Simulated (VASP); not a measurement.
# TePb (Fm-3m) in VASP: further runs

The runs below take TePb through single point, with PBE, r2SCAN.

All numbers are computed with VASP 6.6.1; they aren't measurements. Logs are shortened: lines on timing, memory, paths and dates and some standing lists are left out, and cuts for length are marked.

**1. The cell of the first run**

It takes space group Fm-3m (No. 225, cubic). Conventional cell: a = 6.797 Å, b = 6.797 Å, c = 6.797 Å, α = 90.00°, β = 90.00°, γ = 90.00°. Within 4.5 Å of Pb (site symmetry m-3m) lie 6 Te at 3.40 Å. Te (site symmetry m-3m) has 6 Pb at 3.40 Å within 4.5 Å.

**2. Single point, PBE (strain +4.0%)**

INCAR

```
ALGO     = Normal         # electronic algorithm
EDIFF    = 1E-6           # SCF threshold, eV
ENCUT    = 520            # plane-wave cutoff, eV
GGA      = PE             # functional
ISIF     = 2              # what is computed and relaxed
ISMEAR   = -1             # smearing method
LASPH    = True           # aspherical terms in the spheres
LCHARG   = False          # write CHGCAR
LREAL    = False          # projectors in reciprocal space
LWAVE    = False          # write WAVECAR
NBANDS   = 17             # bands
NELM     = 80             # most SCF steps
PREC     = Accurate       # precision mode
SIGMA    = 0.02           # smearing width, eV
```

KPOINTS

```
k-points
0
Gamma
  8 8 8
```

POSCAR

```
TePb
1.0
    0.0000000000      3.3985503228      3.3985503228
    3.3985503228      0.0000000000      3.3985503228
    3.3985503228      3.3985503228      0.0000000000
Pb Te
1 1
Direct
    0.0000000000      0.0000000000      0.0000000000
    0.5000000000      0.5000000000      0.5000000000
```

Potentials or basis: VASP PAW PBE potentials, release 64 (Pb_d, Te).

Launch:

```
cat potpaw_PBE.64/Pb_d/POTCAR potpaw_PBE.64/Te/POTCAR > POTCAR
mpirun -np 1 vasp_std > vasp.out
```

OUTCAR:

```text
EDIFF = 1E-6
   ENCUT = 520
   GGA = PE
   ISIF = 2
   ISMEAR = -1
   LASPH = True
   LREAL = False
   NELM = 80
   PREC = Accurate

 ion  position               nearest neighbor table
   1  0.000  0.000  0.000-   2 3.40   2 3.40   2 3.40   2 3.40   2 3.40   2 3.40
   2  0.500  0.500  0.500-   1 3.40   1 3.40   1 3.40   1 3.40   1 3.40   1 3.40

  LATTYP: Found a face centered cubic cell.
 ALAT       =     6.7971006456

  Lattice vectors:

 A1 = (   0.0000000000,   3.3985503228,   3.3985503228)
 A2 = (   3.3985503228,   0.0000000000,   3.3985503228)
 A3 = (   3.3985503228,   3.3985503228,   0.0000000000)

Analysis of symmetry for initial positions (statically):
=====================================================================
 Subroutine PRICEL returns:
 Original cell was already a primitive cell.

 Routine SETGRP: Setting up the symmetry group for a
 face centered cubic supercell.

 Subroutine GETGRP returns: Found 48 space group operations
 (whereof 48 operations were pure point group operations)
 out of a pool of 48 trial point group operations.

The static configuration has the point symmetry O_h .

Analysis of symmetry for dynamics (positions and initial velocities):
=====================================================================
 Subroutine PRICEL returns:
 Original cell was already a primitive cell.

 Routine SETGRP: Setting up the symmetry group for a
 face centered cubic supercell.

 Subroutine GETGRP returns: Found 48 space group operations
 (whereof 48 operations were pure point group operations)
 out of a pool of 48 trial point group operations.

The dynamic configuration has the point symmetry O_h .

 Subroutine INISYM returns: Found 48 space group operations
 (whereof 48 operations are pure point group operations),
 and found     1 'primitive' translations

----------------------------------------------------------------------------------------

                                     Primitive cell

  volume of cell :      78.5075

  direct lattice vectors                    reciprocal lattice vectors
     0.000000000  3.398550323  3.398550323    -0.147121553  0.147121553  0.147121553
     3.398550323  0.000000000  3.398550323     0.147121553 -0.147121553  0.147121553
     3.398550323  3.398550323  0.000000000     0.147121553  0.147121553 -0.147121553

  length of vectors
     4.806275959  4.806275959  4.806275959     0.254822004  0.254822004  0.254822004

  position of ions in fractional coordinates (direct lattice)
     0.000000000  0.000000000  0.000000000
     0.500000000  0.500000000  0.500000000

  ion indices of the primitive-cell ions
   primitive index   ion index
                 1           1
                 2           2

----------------------------------------------------------------------------------------

 KPOINTS: k-points

Automatic generation of k-mesh.
 Grid dimensions read from file:
 generate k-points for:    8    8    8

 Generating k-lattice:

  Cartesian coordinates                     Fractional coordinates (reciprocal lattice)
    -0.018390194  0.018390194  0.018390194     0.125000000  0.000000000  0.000000000
     0.018390194 -0.018390194  0.018390194     0.000000000  0.125000000  0.000000000
     0.018390194  0.018390194 -0.018390194     0.000000000  0.000000000  0.125000000

  Length of vectors
     0.031852750  0.031852750  0.031852750

  Shift w.r.t. Gamma in fractional coordinates (k-lattice)
     0.000000000  0.000000000  0.000000000

 Subroutine IBZKPT returns following result:
 ===========================================

 Found     29 irreducible k-points:

 Following reciprocal coordinates:
            Coordinates               Weight
  0.000000  0.000000  0.000000      1.000000
  0.125000  0.000000  0.000000      8.000000
  0.250000  0.000000  0.000000      8.000000
  0.375000  0.000000  0.000000      8.000000
  0.500000  0.000000  0.000000      4.000000
  0.125000  0.125000  0.000000      6.000000
[... 16 lines left out ...]
  0.500000  0.250000  0.125000     48.000000
 -0.375000  0.250000  0.125000     24.000000
 [... further k-points ...]
   k-points           NKPTS =     29   k-points in BZ     NKDIM =     29   number of bands    NBANDS=     17
   number of dos      NEDOS =    301   number of ions     NIONS =      2
   total plane-waves  NPLWV =  46656
   dimension x,y,z NGX =    36 NGY =   36 NGZ =   36
   dimension x,y,z NGXF=    72 NGYF=   72 NGZF=   72
   ions per type =               1   1
   NGX,Y,Z   is equivalent  to a cutoff of  12.45, 12.45, 12.45 a.u.
   NGXF,Y,Z  is equivalent  to a cutoff of  24.90, 24.90, 24.90 a.u.
 SYSTEM =  unknown system
   PREC   = accura    normal or accurate (medium, high low for compatibility)
   ISTART =      0    job   : 0-new  1-cont  2-samecut
   ICHARG =      2    charge: 1-file 2-atom 10-const
   ISPIN  =      1    spin polarized calculation?
   LNONCOLLINEAR =      F non collinear calculations
   LSORBIT =      F    spin-orbit coupling
   LASPH  =      T    aspherical Exc in radial PAW
   ENCUT  =  520.0 eV  38.22 Ry    6.18 a.u.   8.94  8.94  8.94*2*pi/ulx,y,z
   NELM   =     80;   NELMIN=  2; NELMDL= -5     # of ELM steps
   EDIFF  = 0.1E-05   stopping-criterion for ELM
   LREAL  =      F    real-space projection
   EDIFFG = 0.1E-04   stopping-criterion for IOM
   NSW    =      0    number of steps for IOM
   IBRION =     -1    ionic relax: 0-MD 1-quasi-New 2-CG
   NFREE  =      0    steps in history (QN), initial steepest desc. (CG)
   ISIF   =      2    stress and relaxation
   ISYM   =      2    0-nonsym 1-usesym 2-fastsym
   POTIM  = 0.5000    time-step for ionic-motion
   TEBEG  =    0.0;   TEEND  =   0.0 temperature during run
   PSTRESS=    0.0 pullay stress
   NELECT =      20.0000    total number of electrons
   NUPDOWN=      -1.0000    fix difference up-down
   EMIN   =  10.00;   EMAX   =-10.00  energy-range for DOS
   EFERMI =   0.00;   METHOD = LEGACY
   ISMEAR =    -1;   SIGMA  =   0.02  broadening in eV -4-tet -1-fermi 0-gaus
   EFERMI_NEDOS =   21; number of points for ismear=-14 and -15
   IALGO  =     38    algorithm
   IMIX   =      4    mixing-type and parameters
     AMIX     =   0.40;   BMIX     =  1.00
     AMIX_MAG =   1.60;   BMIX_MAG =  1.00
  volume/ion in A,a.u.               =      39.25       264.90
  Fermi-wavevector in a.u.,A,eV,Ry     =   1.037802  1.961161 14.653921  1.077033
  Thomas-Fermi vector in A             =   2.172257
   LORBIT       =      0    0 simple, 1 ext, 2 COOP (PROOUT), +10 PAW based schemes
   GGA     = PE    functional components
   LHFCALC =     F    Hartree Fock is set to
   AEXX    =    0.0000 exact exchange contribution
   IVDW    =     0    specifies the selected vdW correction
   LEPSILON=     F    determine dielectric tensor
   LRPA    =     F    only Hartree local field effects (RPA)
 non-spin polarized calculation
  energy-cutoff  :      520.00
  volume of cell :       78.51
 maximum number of plane-waves:      2148
   NGX = 17   NGY = 17   NGZ = 17

 number of electron      20.0000005 magnetization

 Free energy of the ion-electron system (eV)
  ---------------------------------------------------
  ext. energy  EPLUGINS =         0.00000000
  ---------------------------------------------------
  free energy    TOTEN  =        -7.44114929 eV

  energy without entropy =       -7.44114929  energy(sigma->0) =       -7.44114929

 E-fermi :   4.2414     XC(G=0):  -8.6346

 val. band max:        3.8174985303   @ k =   0.5000   0.0000   0.0000
 cond. band min:       4.7990564456   @ k =   0.5000   0.0000   0.0000
 fundamental gap:      0.9815579153
 Fermi energy:         4.2413805043

 k-point     1 :       0.0000    0.0000    0.0000
  band No.  band energies     occupation
      1     -12.7375      2.00000
      2     -12.7375      2.00000
      3     -12.7375      2.00000
      4     -12.7372      2.00000
      5     -12.7372      2.00000
      6      -7.0694      2.00000
[... 9 lines left out ...]
     16       9.9292      0.00000
     17      10.8187      0.00000

 k-point     2 :       0.1250    0.0000    0.0000
  band No.  band energies     occupation
      1     -12.7384      2.00000
      2     -12.7384      2.00000
      3     -12.7372      2.00000
      4     -12.7361      2.00000
      5     -12.7361      2.00000
      6      -6.9632      2.00000
[... 9 lines left out ...]
     16      10.1861      0.00000
     17      11.6999      0.00000

 k-point     3 :       0.2500    0.0000    0.0000
  band No.  band energies     occupation
      1     -12.7409      2.00000
      2     -12.7409      2.00000
      3     -12.7365      2.00000
      4     -12.7327      2.00000
      5     -12.7327      2.00000
      6      -6.6620      2.00000
[... 9 lines left out ...]
     16      10.9035      0.00000
     17      13.3487      0.00000

 k-point     4 :       0.3750    0.0000    0.0000
  band No.  band energies     occupation
      1     -12.7435      2.00000
      2     -12.7435      2.00000
      3     -12.7359      2.00000
      4     -12.7292      2.00000
      5     -12.7292      2.00000
      6      -6.2469      2.00000
[... 9 lines left out ...]
     16      12.0118      0.00000
     17      13.8793      0.00000

 k-point     5 :       0.5000    0.0000    0.0000
  band No.  band energies     occupation
      1     -12.7446      2.00000
      2     -12.7446      2.00000
      3     -12.7357      2.00000
      4     -12.7278      2.00000
      5     -12.7278      2.00000
      6      -5.9985      2.00000
[... 9 lines left out ...]
     16      13.0783      0.00000
     17      13.0783      0.00000

 k-point     6 :       0.1250    0.1250    0.0000
  band No.  band energies     occupation
      1     -12.7400      2.00000
      2     -12.7382      2.00000
      3     -12.7364      2.00000
      4     -12.7357      2.00000
      5     -12.7357      2.00000
      6      -6.9287      2.00000
[... 9 lines left out ...]
     16      10.6034      0.00000
     17      11.2680      0.00000

 k-point     7 :       0.2500    0.1250    0.0000
  band No.  band energies     occupation
      1     -12.7432      2.00000
      2     -12.7381      2.00000
      3     -12.7376      2.00000
      4     -12.7334      2.00000
      5     -12.7321      2.00000
      6      -6.6956      2.00000
[... 9 lines left out ...]
     16      11.3782      0.00000
     17      12.2747      0.00000

 k-point     8 :       0.3750    0.1250    0.0000
  band No.  band energies     occupation
      1     -12.7460      2.00000
      2     -12.7402      2.00000
      3     -12.7365      2.00000
      4     -12.7311      2.00000
      5     -12.7287      2.00000
      6      -6.3187      2.00000
[... 9 lines left out ...]
     16      12.4677      0.00000
     17      13.5740      0.00000
[... 203 lines left out ...]
      1     -12.7604      2.00000
      2     -12.7408      2.00000
      3     -12.7331      2.00000
      4     -12.7256      2.00000
      5     -12.7250      2.00000
      6      -5.8958      2.00000
[... 9 lines left out ...]
     16      13.9114      0.00000
     17      14.2840      0.00000

 k-point    20 :      -0.3750    0.3750    0.0000
  band No.  band energies     occupation
      1     -12.7568      2.00000
      2     -12.7375      2.00000
      3     -12.7360      2.00000
      4     -12.7276      2.00000
      5     -12.7260      2.00000
      6      -5.7982      2.00000
[... 9 lines left out ...]
     16      12.9910      0.00000
     17      14.3006      0.00000

 k-point    21 :       0.5000    0.5000    0.0000
  band No.  band energies     occupation
      1     -12.7636      2.00000
      2     -12.7422      2.00000
      3     -12.7314      2.00000
      4     -12.7241      2.00000
      5     -12.7241      2.00000
      6      -5.8710      2.00000
[... 9 lines left out ...]
     16      13.8035      0.00000
     17      14.5269      0.00000

 k-point    22 :       0.3750    0.2500    0.1250
  band No.  band energies     occupation
      1     -12.7466      2.00000
      2     -12.7380      2.00000
      3     -12.7379      2.00000
      4     -12.7312      2.00000
      5     -12.7298      2.00000
      6      -6.4266      2.00000
[... 9 lines left out ...]
     16      12.1855      0.00000
     17      12.7376      0.00000

 k-point    23 :       0.5000    0.2500    0.1250
  band No.  band energies     occupation
      1     -12.7490      2.00000
      2     -12.7398      2.00000
      3     -12.7358      2.00000
      4     -12.7300      2.00000
      5     -12.7280      2.00000
      6      -6.0752      2.00000
[... 9 lines left out ...]
     16      12.6315      0.00000
     17      13.4945      0.00000

 k-point    24 :      -0.3750    0.2500    0.1250
  band No.  band energies     occupation
      1     -12.7497      2.00000
      2     -12.7408      2.00000
      3     -12.7337      2.00000
      4     -12.7310      2.00000
      5     -12.7270      2.00000
      6      -5.8821      2.00000
[... 9 lines left out ...]
     16      13.5286      0.00000
     17      13.7296      0.00000

 [... further k-points ...]
[... 5 lines left out ...]
  --------------------------------------------------------------------------------------
  -------------------------------------------------------------------------------------
  Total       -1.5528638     -1.5528638     -1.5528638      0.0000000      0.0000000     -0.0000000
  in kB      -31.6907736    -31.6907736    -31.6907736      0.0000000      0.0000000     -0.0000000
  external PRESSURE =     -31.6907736 kB  Pullay stress =       0.0000000 kB

 VOLUME and BASIS-vectors are now :
 -----------------------------------------------------------------------------
  energy-cutoff  :      520.00
  volume of cell :       78.51
      direct lattice vectors                 reciprocal lattice vectors
     0.000000000  3.398550323  3.398550323    -0.147121553  0.147121553  0.147121553
     3.398550323  0.000000000  3.398550323     0.147121553 -0.147121553  0.147121553
     3.398550323  3.398550323  0.000000000     0.147121553  0.147121553 -0.147121553

 POSITION                                       TOTAL-FORCE (eV/Angst)
 -----------------------------------------------------------------------------------
      0.00000      0.00000      0.00000        -0.000000      0.000000     -0.000000
      3.39855      3.39855      3.39855         0.000000     -0.000000      0.000000
 -----------------------------------------------------------------------------------
    total drift:                               -0.000000      0.000000      0.000000

  FREE ENERGIE OF THE ION-ELECTRON SYSTEM (eV)
  ---------------------------------------------------
  free  energy   TOTEN  =        -7.4411492896 eV

  energy  without entropy=       -7.4411492896  energy(sigma->0) =       -7.44114929
```

It took 39 s on 1 thread of Intel Xeon 8259CL, shared host; peak memory 0.22 GiB.

What came out:

```yaml
Free_energy: -7.4411 eV
Pressure: -3.2 GPa
Band_gap_on_the_k_mesh: 0.98 eV
```

Levels at points of the mesh, in eV from the valence-band top:
```tsv
k point	band 6	band 7	band 8	band 9	band 10	band 11	band 12	band 13	band 14	band 15
(0.00, 0.00, 0.00)	-10.89	-5.95	-0.81	-0.81	-0.81	3.87	3.87	3.87	6.11	6.11
(0.50, 0.00, 0.00)	-9.82	-7.92	-0.44	-0.44	0.00	0.98	1.59	1.59	8.21	8.91
(0.50, 0.50, 0.00)	-9.69	-7.11	-3.40	-1.99	-1.99	3.90	4.93	4.93	5.87	9.78
```

Caveat: the cell differs from its parent crystal (strain +4.0%); the cell stands under tension; spin-orbit coupling is left out, which moves the levels of the heavy elements.

(Continued in part 2 of 3.)
